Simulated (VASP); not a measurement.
# Sn4SeS3 (Pm) in VASP: single point with PBE

Aim: the single point of Sn4SeS3 with PBE.

All numbers are computed with VASP 6.6.1; they aren't measurements. Logs are shortened: lines on timing, memory, paths and dates and some standing lists are left out, and cuts for length are marked.

### Step 1. The cell of the first run

It takes space group Pm (No. 6, monoclinic). Conventional cell: a = 6.342 Å, b = 4.141 Å, c = 8.552 Å, α = 90.00°, β = 110.13°, γ = 90.00°. Sn (site symmetry m) has 1 Se at 2.75 Å and 5 S at 2.76 to 3.80 Å and 2 Sn at 3.71 Å within 3.8 Å. Sn (site symmetry m) has 5 S at 2.62 to 3.24 Å within 3.5 Å. Sn (site symmetry m) has 3 S at 2.61 to 2.78 Å and 2 Se at 3.19 Å within 3.4 Å. Sn (site symmetry m) has 3 S at 2.61 to 3.11 Å and 2 Se at 2.88 Å within 3.4 Å. Se (site symmetry m) has 6 Sn at 2.75 to 3.68 Å and 4 S at 3.84 to 3.85 Å within 3.9 Å. Within 3.5 Å of S (site symmetry m) lie 5 Sn at 2.62 to 3.11 Å. S (site symmetry m) has 5 Sn at 2.61 to 3.25 Å within 3.4 Å. Within 3.4 Å of S (site symmetry m) lie 5 Sn at 2.61 to 3.24 Å.

### Step 2. Single point, PBE

Contents of INCAR:

```
SYSTEM = Sn4SeS3
ALGO = Normal ; EDIFF = 1E-7
ENCUT = 520 ; GGA = PE
ISIF = 2 ; ISMEAR = 0
LASPH = .True. ; LCHARG = .True.
LELF = .True. ; LREAL = .False.
LVHAR = .True. ; LWAVE = .False.
NBANDS = 50 ; NELM = 100
PREC = Accurate ; SIGMA = 0.02
```

Contents of KPOINTS:

```
k-points
0
Gamma
  6 8 6
  0 0 0
```

Contents of POSCAR:

```
Sn4SeS3
1.0
    6.3416307853      0.0000000000     -0.1014542510
    0.0000000000      4.1405726766      0.0000000000
   -3.2711164567      0.0000000000      8.0828416322
Sn Se S
4 1 3
Direct
    0.2846242697      0.0000000000      0.7896197771
    0.7853527982      0.0000000000      0.2891372478
    0.6791012301      0.5000000000      0.6670609717
    0.1923662014      0.5000000000      0.1853518108
    0.9810856338      0.0000000000      0.9438847499
    0.5012061872      0.0000000000      0.4404235969
    0.5372024914      0.5000000000      0.0932969859
    0.0390611883      0.5000000000      0.5912248598
```

Potentials or basis: VASP PAW PBE potentials, release 64 (Sn_d, Se, S).

Command:

```sh
cat potpaw_PBE.64/Sn_d/POTCAR potpaw_PBE.64/Se/POTCAR potpaw_PBE.64/S/POTCAR > POTCAR
mpirun -np 1 vasp_std > vasp.out
```

OUTCAR:

```text
SYSTEM = Sn4SeS3
   EDIFF = 1E-7
   ENCUT = 520
   GGA = PE
   ISIF = 2
   ISMEAR = 0
   LASPH = .True.
   LREAL = .False.
   NELM = 100
   PREC = Accurate

 ion  position               nearest neighbor table
   1  0.285  0.000  0.790-   5 2.75   8 2.76   8 2.76   7 3.25   7 3.25   3 3.71   3 3.71
   2  0.785  0.000  0.289-   6 2.62   7 2.75   7 2.75   8 3.24   8 3.24   4 3.69   4 3.69
   3  0.679  0.500  0.667-   8 2.61   6 2.78   6 2.78   5 3.19   5 3.19   1 3.71   1 3.71
   4  0.192  0.500  0.185-   7 2.61   5 2.88   5 2.88   6 3.11   6 3.11   2 3.69   2 3.69
   5  0.981  0.000  0.944-   1 2.75   4 2.88   4 2.88   3 3.19   3 3.19
   6  0.501  0.000  0.440-   2 2.62   3 2.78   3 2.78   4 3.11   4 3.11
   7  0.537  0.500  0.093-   4 2.61   2 2.75   2 2.75   1 3.25   1 3.25
   8  0.039  0.500  0.591-   3 2.61   1 2.76   1 2.76   2 3.24   2 3.24

  LATTYP: Found a simple monoclinic cell.
 ALAT       =     6.3424422727
 B/A-ratio  =     0.6528356899
 C/A-ratio  =     1.3483202387
 COS(beta)  =    -0.3440801278

  Lattice vectors:

 A1 = (   6.3416307853,   0.0000000000,  -0.1014542510)
 A2 = (   0.0000000000,  -4.1405726766,   0.0000000000)
 A3 = (  -3.0705143286,   0.0000000000,  -7.9813873812)

Analysis of symmetry for initial positions (statically):
=====================================================================
 Subroutine PRICEL returns:
 Original cell was already a primitive cell.

 Routine SETGRP: Setting up the symmetry group for a
 simple monoclinic supercell.

 Subroutine GETGRP returns: Found  2 space group operations
 (whereof  2 operations were pure point group operations)
 out of a pool of  4 trial point group operations.

The static configuration has the point symmetry C_1h.

Analysis of symmetry for dynamics (positions and initial velocities):
=====================================================================
 Subroutine PRICEL returns:
 Original cell was already a primitive cell.

 Routine SETGRP: Setting up the symmetry group for a
 simple monoclinic supercell.

 Subroutine GETGRP returns: Found  2 space group operations
 (whereof  2 operations were pure point group operations)
 out of a pool of  4 trial point group operations.

The dynamic configuration has the point symmetry C_1h.

 Subroutine INISYM returns: Found  2 space group operations
 (whereof  2 operations are pure point group operations),
 and found     1 'primitive' translations

----------------------------------------------------------------------------------------

                                     Primitive cell

  volume of cell :     210.8650

  direct lattice vectors                    reciprocal lattice vectors
     6.341630785  0.000000000 -0.101454251     0.158715739  0.000000000  0.064232072
     0.000000000  4.140572677  0.000000000     0.000000000  0.241512486  0.000000000
    -3.271116457  0.000000000  8.082841632     0.001992169  0.000000000  0.124525094

  length of vectors
     6.342442273  4.140572677  8.719663510     0.171220457  0.241512486  0.124541029

  position of ions in fractional coordinates (direct lattice)
     0.284624270  0.000000000  0.789619777
     0.785352798  0.000000000  0.289137248
     0.679101230  0.500000000  0.667060972
     0.192366201  0.500000000  0.185351811
     0.981085634  0.000000000  0.943884750
     0.501206187  0.000000000  0.440423597
     0.537202491  0.500000000  0.093296986
     0.039061188  0.500000000  0.591224860

  ion indices of the primitive-cell ions
   primitive index   ion index
                 1           1
                 2           2
                 3           3
                 4           4
                 5           5
                 6           6
                 7           7
                 8           8

----------------------------------------------------------------------------------------

 KPOINTS: k-points

Automatic generation of k-mesh.
 Grid dimensions read from file:
 generate k-points for:    6    8    6

 Generating k-lattice:

  Cartesian coordinates                     Fractional coordinates (reciprocal lattice)
     0.026452623  0.000000000  0.010705345     0.166666667  0.000000000  0.000000000
     0.000000000  0.030189061  0.000000000     0.000000000  0.125000000  0.000000000
     0.000332028  0.000000000  0.020754182     0.000000000  0.000000000  0.166666667

  Length of vectors
     0.028536743  0.030189061  0.020756838

  Shift w.r.t. Gamma in fractional coordinates (k-lattice)
     0.000000000  0.000000000  0.000000000

 Subroutine IBZKPT returns following result:
 ===========================================

 Found    100 irreducible k-points:

 Following reciprocal coordinates:
            Coordinates               Weight
  0.000000  0.000000  0.000000      1.000000
  0.166667  0.000000  0.000000      2.000000
  0.333333  0.000000  0.000000      2.000000
  0.500000  0.000000  0.000000      1.000000
  0.000000  0.125000  0.000000      2.000000
  0.166667  0.125000  0.000000      4.000000
[... 16 lines left out ...]
  0.333333  0.000000  0.166667      2.000000
  0.500000  0.000000  0.166667      2.000000
 [... further k-points ...]
   k-points           NKPTS =    100   k-points in BZ     NKDIM =    100   number of bands    NBANDS=     50
   number of dos      NEDOS =    301   number of ions     NIONS =      8
   total plane-waves  NPLWV = 107520
   dimension x,y,z NGX =    48 NGY =   32 NGZ =   70
   dimension x,y,z NGXF=    96 NGYF=   64 NGZF=  140
   ions per type =               4   1   3
   NGX,Y,Z   is equivalent  to a cutoff of  12.58, 12.85, 13.35 a.u.
   NGXF,Y,Z  is equivalent  to a cutoff of  25.16, 25.70, 26.69 a.u.
 SYSTEM =  Sn4SeS3
   PREC   = accura    normal or accurate (medium, high low for compatibility)
   ISTART =      0    job   : 0-new  1-cont  2-samecut
   ICHARG =      2    charge: 1-file 2-atom 10-const
   ISPIN  =      1    spin polarized calculation?
   LNONCOLLINEAR =      F non collinear calculations
   LSORBIT =      F    spin-orbit coupling
   LASPH  =      T    aspherical Exc in radial PAW
   ENCUT  =  520.0 eV  38.22 Ry    6.18 a.u.  11.79  7.70 16.21*2*pi/ulx,y,z
   NELM   =    100;   NELMIN=  2; NELMDL= -5     # of ELM steps
   EDIFF  = 0.1E-06   stopping-criterion for ELM
   LREAL  =      F    real-space projection
   EDIFFG = 0.1E-05   stopping-criterion for IOM
   NSW    =      0    number of steps for IOM
   IBRION =     -1    ionic relax: 0-MD 1-quasi-New 2-CG
   NFREE  =      0    steps in history (QN), initial steepest desc. (CG)
   ISIF   =      2    stress and relaxation
   ISYM   =      2    0-nonsym 1-usesym 2-fastsym
   POTIM  = 0.5000    time-step for ionic-motion
   TEBEG  =    0.0;   TEEND  =   0.0 temperature during run
   PSTRESS=    0.0 pullay stress
   NELECT =      80.0000    total number of electrons
   NUPDOWN=      -1.0000    fix difference up-down
   EMIN   =  10.00;   EMAX   =-10.00  energy-range for DOS
   EFERMI =   0.00;   METHOD = LEGACY
   ISMEAR =     0;   SIGMA  =   0.02  broadening in eV -4-tet -1-fermi 0-gaus
   EFERMI_NEDOS =   21; number of points for ismear=-14 and -15
   IALGO  =     38    algorithm
   IMIX   =      4    mixing-type and parameters
     AMIX     =   0.40;   BMIX     =  1.00
     AMIX_MAG =   1.60;   BMIX_MAG =  1.00
  volume/ion in A,a.u.               =      26.36       177.87
  Fermi-wavevector in a.u.,A,eV,Ry     =   1.185141  2.239592 19.110186  1.404559
  Thomas-Fermi vector in A             =   2.321341
   LORBIT       =      0    0 simple, 1 ext, 2 COOP (PROOUT), +10 PAW based schemes
   GGA     = PE    functional components
   LHFCALC =     F    Hartree Fock is set to
   AEXX    =    0.0000 exact exchange contribution
   IVDW    =     0    specifies the selected vdW correction
   LEPSILON=     F    determine dielectric tensor
   LRPA    =     F    only Hartree local field effects (RPA)
 non-spin polarized calculation
 Gauss-broadening in eV      SIGMA  =   0.02
  energy-cutoff  :      520.00
  volume of cell :      210.86
 maximum number of plane-waves:      5712
   NGX = 23   NGY = 15   NGZ = 33

 number of electron      79.9999991 magnetization

 Free energy of the ion-electron system (eV)
  ---------------------------------------------------
  ext. energy  EPLUGINS =         0.00000000
  ---------------------------------------------------
  free energy    TOTEN  =       -34.69007653 eV

  energy without entropy =      -34.69007653  energy(sigma->0) =      -34.69007653

 E-fermi :   5.4707     XC(G=0):  -9.5047

 val. band max:        5.3588581672   @ k =  -0.3333   0.0000   0.1667
 cond. band min:       5.8474715011   @ k =   0.5000   0.0000   0.5000
 fundamental gap:      0.4886133339
 Fermi energy:         5.4706724324

 k-point     1 :       0.0000    0.0000    0.0000
  band No.  band energies     occupation
      1     -15.9769      2.00000
      2     -15.9697      2.00000
      3     -15.9503      2.00000
      4     -15.9472      2.00000
      5     -15.9448      2.00000
      6     -15.9390      2.00000
[... 42 lines left out ...]
     49      10.1104      0.00000
     50      10.1603      0.00000

 k-point     2 :       0.1667    0.0000    0.0000
  band No.  band energies     occupation
      1     -15.9765      2.00000
      2     -15.9699      2.00000
      3     -15.9505      2.00000
      4     -15.9466      2.00000
      5     -15.9442      2.00000
      6     -15.9391      2.00000
[... 42 lines left out ...]
     49       9.5159      0.00000
     50      10.5026      0.00000

 k-point     3 :       0.3333    0.0000    0.0000
  band No.  band energies     occupation
      1     -15.9757      2.00000
      2     -15.9702      2.00000
      3     -15.9508      2.00000
      4     -15.9455      2.00000
      5     -15.9433      2.00000
      6     -15.9400      2.00000
[... 1102 lines left out ...]
     49       9.4983      0.00000
     50       9.8757      0.00000

 k-point    24 :       0.5000    0.0000    0.1667
  band No.  band energies     occupation
      1     -15.9754      2.00000
      2     -15.9703      2.00000
      3     -15.9514      2.00000
      4     -15.9444      2.00000
      5     -15.9430      2.00000
      6     -15.9410      2.00000
[... 42 lines left out ...]
     49       9.1020      0.00000
     50      10.3808      0.00000

 [... further k-points ...]

------------------------ aborting loop because EDIFF is reached ----------------------------------------

  FORCE on cell =-STRESS in cart. coord.  units (eV):
  Direction    XX          YY          ZZ          XY          YZ          ZX
  --------------------------------------------------------------------------------------
  -------------------------------------------------------------------------------------
  Total       -0.0507983     -0.0811750      0.0045614      0.0000000      0.0000000      0.0077694
  in kB       -0.3859712     -0.6167773      0.0346580      0.0000000      0.0000000      0.0590332
  external PRESSURE =      -0.3226968 kB  Pullay stress =       0.0000000 kB

 VOLUME and BASIS-vectors are now :
 -----------------------------------------------------------------------------
  energy-cutoff  :      520.00
  volume of cell :      210.86
      direct lattice vectors                 reciprocal lattice vectors
     6.341630785  0.000000000 -0.101454251     0.158715739  0.000000000  0.064232072
     0.000000000  4.140572677  0.000000000     0.000000000  0.241512486  0.000000000
    -3.271116457  0.000000000  8.082841632     0.001992169  0.000000000  0.124525094

 POSITION                                       TOTAL-FORCE (eV/Angst)
 -----------------------------------------------------------------------------------
     -0.77796      0.00000      6.35350         0.008353      0.000000      0.000210
      4.03462      0.00000      2.25737        -0.004457      0.000000      0.006242
      2.12458      2.07029      5.32285         0.005970      0.000000      0.001260
      0.61361      2.07029      1.47865         0.007348      0.000000      0.010758
      3.13413      0.00000      7.52974        -0.011501      0.000000     -0.009223
      1.73779      0.00000      3.50902        -0.001896      0.000000     -0.004159
      3.10155      2.07029      0.69960        -0.003421      0.000000     -0.004337
     -1.68625      2.07029      4.77481        -0.000395      0.000000     -0.000752
 -----------------------------------------------------------------------------------
    total drift:                                0.001161      0.000000     -0.000143

  FREE ENERGIE OF THE ION-ELECTRON SYSTEM (eV)
  ---------------------------------------------------
  free  energy   TOTEN  =       -34.6900765266 eV

  energy  without entropy=      -34.6900765266  energy(sigma->0) =      -34.69007653
```

Wall time 21 min (1 thread of Oxide Virtual Turin-like, shared host); peak memory 0.88 GiB.

Results:

```yaml
Free_energy: -34.6901 eV
Pressure: 0.0 GPa
Largest_force: 0.015 eV/Å
Band_gap_on_the_k_mesh: 0.49 eV (least direct gap 0.55 eV)
```

Forces in eV/Å, atoms in the order of the input:
```
Sn   0.008  0.000  0.000
Sn  -0.004  0.000  0.006
Sn   0.006  0.000  0.001
Sn   0.007  0.000  0.011
Se  -0.012  0.000 -0.009
S   -0.002  0.000 -0.004
S   -0.003  0.000 -0.004
S    0.000  0.000 -0.001
```

Levels at points of the mesh, in eV from the valence-band top:
```
           k point  band 36  band 37  band 38  band 39  band 40  band 41  band 42  band 43  band 44  band 45
(0.00, 0.00, 0.00)    -2.06    -1.60    -0.70    -0.53    -0.21     1.42     1.53     2.01     2.81     3.04
(0.50, 0.00, 0.00)    -1.74    -1.21    -1.14    -0.83    -0.69     1.52     1.66     2.35     2.46     2.52
(0.00, 0.50, 0.00)    -1.93    -1.71    -1.67    -0.74    -0.44     1.09     1.37     2.00     2.06     2.30
(0.50, 0.50, 0.00)    -2.24    -1.49    -1.42    -1.24    -1.08     1.58     1.68     1.94     2.15     3.59
(0.00, 0.00, 0.50)    -1.53    -0.95    -0.90    -0.72    -0.62     1.66     1.70     3.08     3.14     3.17
(0.50, 0.00, 0.50)    -1.73    -1.60    -0.85    -0.59    -0.07     0.49     1.40     1.50     1.92     2.95
(0.00, 0.50, 0.50)    -2.57    -2.10    -2.07    -1.87    -1.69     2.70     2.85     2.95     3.03     3.19
(0.50, 0.50, 0.50)    -1.94    -1.94    -1.55    -0.98    -0.86     1.52     1.63     2.22     2.38     2.57
```

Caveat: spin-orbit coupling is left out, which moves the levels of the heavy elements. A k mesh can miss the band edges.
